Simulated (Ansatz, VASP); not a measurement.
# Cu in VASP and in Ansatz

The input INCAR:

```
PREC = Accurate
ENCUT = 600
EDIFF = 1E-6
ISMEAR = 0
SIGMA = 0.1
LREAL = False
LASPH = True
NELM = 120
ALGO = Normal
ISIF = 2
LWAVE = False
LCHARG = True
GGA = RP
LELF = True
LVHAR = True
NBANDS = 12
GGA_COMPAT = False
```

The input KPOINTS:

```
Automatic mesh
0
Gamma
  8 8 8
```

Contents of POSCAR:

```
Cu
1.0
    0.0000000000      1.8250000000      1.8250000000
    1.8250000000      0.0000000000      1.8250000000
    1.8250000000      1.8250000000      0.0000000000
Cu
1
Direct
    0.0000000000      0.0000000000      0.0000000000
```

Input for Ansatz:

```yaml
crystal:
  lattice:
    - [0.0, 1.825, 1.825]
    - [1.825, 0.0, 1.825]
    - [1.825, 1.825, 0.0]
  atoms:
    - { symbol: Cu, position: [0.0, 0.0, 0.0] }
basis:
  ecutwfc: 420
kpoints:
  mp_grid: { grid: [8, 8, 8] }
hamiltonian:
  xc: rpbe
  pseudopotentials: { kind: paw, azcp: { folder: soft_1 } }
scf:
  occupations: { method: gaussian, width: 0.1 }
output:
  forces: true
  stress: true
  eigenvalues: true
```

Alike in both runs: task single point; functional RPBE; k mesh 8 × 8 × 8; occupations gaussian, width 0.1 eV; no spin polarisation.

```csv
,VASP,Ansatz
version,VASP 6.6.1,Ansatz 0.2.0
potentials or method,"VASP PAW PBE potentials, release 64 (Cu), cutoff 600 eV","scalar-relativistic, plane waves, PAW"
valence electrons in the cell,11,19
```

|  | VASP | Ansatz | Ansatz less VASP |
| --- | --- | --- | --- |
| gap on the k mesh at the Fermi level (eV) | none | none | - |
| pressure (GPa) | 3.9 | 3.1 | -0.77 |

VASP's potentials were made for PBE, not for RPBE. A gap of «none» marks a metal or a gap that the smearing closes. VASP's potentials hold 11 valence electrons a cell and Ansatz's 19, so a difference there can come from the potentials and not from the codes.

The k mesh is coarse, so the values compare programs but aren't converged.
